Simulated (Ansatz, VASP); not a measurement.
## Pt in VASP and in Ansatz

INCAR

```
  ALGO = Normal
  EDIFF = 1E-6
  ENCUT = 520
  GGA = PE
  ISIF = 2
  ISMEAR = -1
  LASPH = True
  LCHARG = False
  LREAL = False
  LWAVE = False
  NBANDS = 11
  NELM = 60
  PREC = Accurate
  SIGMA = 0.05
```

KPOINTS

```
k-points
0
Gamma
  15 15 15
```

File POSCAR:

```
Pt
1.0
   -1.5917987336      1.5917987336      1.5917987336
    1.5917987336     -1.5917987336      1.5917987336
    1.5917987336      1.5917987336     -1.5917987336
Pt
1
Direct
    0.0000000000      0.0000000000      0.0000000000
```

Input for Ansatz:

```yaml
crystal:
  lattice:
    - [-1.5917987336, 1.5917987336, 1.5917987336]
    - [1.5917987336, -1.5917987336, 1.5917987336]
    - [1.5917987336, 1.5917987336, -1.5917987336]
  atoms:
    - { symbol: Pt, position: [0.0, 0.0, 0.0] }
kpoints:
  mp_grid: { grid: [15, 15, 15] }
scf:
  occupations: { method: fermi_dirac, width: 0.05 }
hamiltonian:
  xc: pbe
  pseudopotentials: { kind: all_electron, lapw: { basis_error: 0.0005 } }
output:
  forces: true
  stress: true
  eigenvalues: true
```

Change from the starting cell: volume scaled by 1.02.

Alike in both runs: task single point; functional PBE; k mesh 15 × 15 × 15; occupations fermi-dirac, width 0.05 eV; no spin polarisation.

```csv
,VASP,Ansatz
version,VASP 6.6.1,Ansatz 0.2.0
potentials or method,"VASP PAW PBE potentials, release 64 (Pt), cutoff 520 eV","all-electron LAPW, scalar-relativistic"
```

|  | VASP | Ansatz | Ansatz less VASP |
| --- | --- | --- | --- |
| pressure (GPa) | -4.8 | -4.5 | +0.39 |

Ansatz ran all-electron here, and VASP with PAW potentials.

Neither program's run includes spin-orbit coupling.
